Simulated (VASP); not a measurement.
Set up this calculation in VASP 6.6.1, as the native input.

* Task: single point
* Functional: LDA
* Potentials or basis: VASP PAW LDA potentials, release 64 (Au)
* Cutoff: 520 eV
* k mesh: 12 × 12 × 12
* Occupations: fermi-dirac, width 0.06 eV
* Spin: no spin polarisation
* Dipole correction: no
* Further INCAR settings: ALGO = Normal; EDIFF = 1e-06; NBANDS = 12

The structure of Au lies in POSCAR:

```
Au
1.0
    0.0000000000      2.1161740000      2.1161740000
    2.1161740000      0.0000000000      2.1161740000
    2.1161740000      2.1161740000      0.0000000000
Au
1
Direct
    0.0000000000      0.0000000000      0.0000000000
```

The input as run:

INCAR

```
PREC = Accurate
ENCUT = 520
EDIFF = 1E-6
ISMEAR = -1
SIGMA = 0.06
LREAL = False
LASPH = True
NELM = 60
ALGO = Normal
ISIF = 2
LWAVE = False
LCHARG = True
LELF = True
LVHAR = True
NBANDS = 12
```

KPOINTS

```
regular mesh
0
Gamma
  12 12 12
```

Potentials or basis: VASP PAW LDA potentials, release 64 (Au).

Command:

```sh
$ cat potpaw_LDA.64/Au/POTCAR > POTCAR
$ mpirun -np 1 vasp_std > vasp.out
```

It gave:

```
Pressure : -17.1 GPa
```

It took 6.5 s on 1 thread of Intel(R) Xeon(R) 6975P-C (Granite Rapids), with other jobs on the host, peak memory 0.13 GiB.
